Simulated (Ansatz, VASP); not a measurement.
## ZnSe in VASP and in Ansatz

File POSCAR:

```
ZnSe
1.0
    0.0000000000      2.8324206805      2.8324206805
    2.8324206805      0.0000000000      2.8324206805
    2.8324206805      2.8324206805      0.0000000000
Zn Se
1 1
Direct
    0.0000000000      0.0000000000      0.0000000000
    0.2500000000      0.2500000000      0.2500000000
```

File INCAR.step1:

```
PREC     = Accurate       # precision mode
ENCUT    = 520            # plane-wave cutoff, eV
EDIFF    = 1E-5           # SCF threshold, eV
ISMEAR   = 0              # smearing method
SIGMA    = 0.01           # smearing width, eV
LREAL    = False          # projectors in reciprocal space
LASPH    = True           # aspherical terms in the spheres
NELM     = 60             # most SCF steps
ALGO     = Normal         # electronic algorithm
ISIF     = 2              # what is computed and relaxed
LWAVE    = True           # write WAVECAR
NBANDS   = 16             # bands
GGA      = PE             # functional
```

The input INCAR.step2:

```
PREC     = Accurate       # precision mode
ENCUT    = 520            # plane-wave cutoff, eV
EDIFF    = 1E-7           # SCF threshold, eV
ISMEAR   = 0              # smearing method
SIGMA    = 0.01           # smearing width, eV
LREAL    = False          # projectors in reciprocal space
LASPH    = True           # aspherical terms in the spheres
NELM     = 60             # most SCF steps
ALGO     = Normal         # electronic algorithm
ISIF     = 2              # what is computed and relaxed
LWAVE    = False          # write WAVECAR
LCHARG   = True           # write CHGCAR
GGA      = PE             # functional
LHFCALC  = True           # exact exchange
AEXX     = 0.35           # exact-exchange fraction
HFSCREEN = 0.3            # screening, 1/A
PRECFOCK = Normal       
LELF     = True           # ELF
LVHAR    = True         
NBANDS   = 16             # bands
ISTART   = 1
```

File KPOINTS:

```
Automatic mesh
0
Gamma
  4 4 4
```

Input for Ansatz:

```yaml
crystal:
  lattice:
    - [0.0, 2.8324206805, 2.8324206805]
    - [2.8324206805, 0.0, 2.8324206805]
    - [2.8324206805, 2.8324206805, 0.0]
  atoms:
    - { symbol: Zn, position: [0.0, 0.0, 0.0] }
    - { symbol: Se, position: [0.25, 0.25, 0.25] }
kpoints:
  mp_grid: { grid: [4, 4, 4] }
hamiltonian:
  xc: { exchange: pbe, correlation: pbe, exx: { coeff: 0.35, omega: 0.3 } }
scf:
  occupations: { method: fixed }
  n_extra_bands: 4
output:
  forces: true
  stress: true
  eigenvalues: true
```

Alike in both runs: task single point; functional PBE-based screened hybrid; k mesh 4 × 4 × 4; no spin polarisation.

|  | VASP | Ansatz |
| --- | --- | --- |
| version | VASP 6.6.1 | Ansatz 0.2.0 |
| potentials or method | VASP PAW PBE potentials, release 64 (Zn, Se) | plane waves |
| plane-wave cutoff (eV) | 520 | 420 |
| occupations | gaussian, width 0.01 eV | fixed |
| valence electrons in the cell | 18 | 28 |

VASP gave:

* gap on the k mesh at the Fermi level (eV): 2.64
* pressure (GPa): 1.4

**Question.** What did Ansatz give for the same quantities?

**Answer.** gap on the k mesh at the Fermi level (eV): 2.65; pressure (GPa): 1.5.

VASP's potentials were made for PBE, not for PBE-based screened hybrid. VASP's potentials hold 18 valence electrons a cell and Ansatz's 28, so a difference there can come from the potentials and not from the codes. Ansatz's warnings: stress exchange threshold loose, stress scf threshold loose.

The k mesh is coarse, so the values compare programs but aren't converged.
